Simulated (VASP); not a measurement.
Crystal: Zn3Se2S.

```
Zn Se S
1.0
     3.94747   -0.01316    0.02268
    -1.98513    3.37506    0.01794
     0.11176    0.16661   19.67571
Zn Se S
6 4 2
Cartesian
  0.0162 2.4582 19.5362
  0.0533 2.3907 6.7093
  0.0923 2.2128 13.0509
  1.9020 1.1056 3.5624
  1.9821 1.3156 9.7268
  2.0775 1.2536 16.6368
  0.1436 2.2023 2.5181
  0.0157 2.2311 15.5708
  2.0281 1.3347 5.8683
  2.1106 1.2202 12.1844
  0.1280 2.1839 8.9957
  1.9812 1.3906 19.0887
```

* Program: VASP 6.6.1
* Task: relaxation of cell and atoms
* Functional: PBE
* Potentials or basis: VASP PAW PBE potentials, release 64 (Zn, Se, S)
* Cutoff: 600 eV
* k mesh: 6 × 6 × 1
* Occupations: gaussian, width 0.1 eV
* Spin: no spin polarisation

At the start: pressure 2.8 GPa; volume 21.80 Å³/atom.

Q: How do energy, volume and symmetry change on relaxing?

A: Over 27 steps the energy falls by 79.3 meV/atom and the volume is 22.49 Å³/atom (+3.2 %); space group P1 (No. 1, to 0.1 Å) before, P6_3mc (No. 186, to 0.1 Å).

Step by step:
| step | energy change (eV) | largest force (eV/Å) | pressure (GPa) | volume (Å³) |
| --- | --- | --- | --- | --- |
| 1 | 0.0000 | 1.7367 | 2.81 | 261.60 |
| 2 | -0.5904 | 0.7978 | -1.29 | 276.28 |
| 3 | -0.6017 | 0.6885 | -1.83 | 278.82 |
| 4 | -0.8027 | 0.4131 | -0.40 | 271.72 |
| 5 | -0.8384 | 0.4484 | 0.64 | 267.26 |
| 6 | -0.8961 | 0.2794 | 0.16 | 269.13 |
| 7 | -0.9026 | 0.2275 | -0.02 | 269.97 |
| 8 | -0.9175 | 0.1371 | -0.07 | 270.11 |
| 9 | -0.9217 | 0.1579 | -0.11 | 270.22 |
| 10 | -0.9292 | 0.1301 | 0.10 | 269.38 |
| 11 | -0.9325 | 0.1218 | 0.32 | 268.43 |
| 12 | -0.9378 | 0.0979 | 0.06 | 269.45 |
| 13 | -0.9403 | 0.0877 | -0.22 | 270.74 |
| 14 | -0.9441 | 0.0703 | -0.07 | 270.19 |
| 15 | -0.9455 | 0.0677 | 0.05 | 269.67 |
| 16 | -0.9473 | 0.0446 | 0.00 | 269.81 |
| 17 | -0.9477 | 0.0530 | -0.03 | 269.92 |
| 18 | -0.9488 | 0.0407 | 0.01 | 269.79 |
| 19 | -0.9491 | 0.0575 | 0.03 | 269.70 |
| 20 | -0.9499 | 0.0312 | -0.04 | 269.95 |
| 21 | -0.9502 | 0.0473 | -0.10 | 270.17 |
| 22 | -0.9508 | 0.0473 | 0.03 | 269.82 |
| 23 | -0.9510 | 0.0490 | 0.10 | 269.49 |
| 24 | -0.9515 | 0.0289 | 0.04 | 269.63 |
| 25 | -0.9520 | 0.0266 | -0.01 | 269.88 |
| 26 | -0.9520 | 0.0278 | -0.02 | 269.92 |
| 27 | -0.9522 | 0.0187 | -0.02 | 269.89 |

Final structure:
```xyz
12
Lattice="3.9838 0.0002 -0.0011 -1.9918 3.4514 0.0008 0.0004 -0.0010 19.6280" Properties=species:S:1:pos:R:3 pbc="T T T"
Zn   -0.0159    2.2934   19.5683
Zn    0.0129    2.3187    6.6734
Zn    0.0075    2.2802   13.1215
Zn    1.9862    1.1704    3.3073
Zn    2.0104    1.1565    9.7575
Zn    1.9773    1.1329   16.4879
Se   -0.0079    2.3186    2.4339
Se   -0.0114    2.2840   15.6035
Se    2.0038    1.1685    5.7904
Se    1.9995    1.1310   12.2475
S     0.0164    2.3067    9.0376
S     1.9762    1.1420   18.8512
```
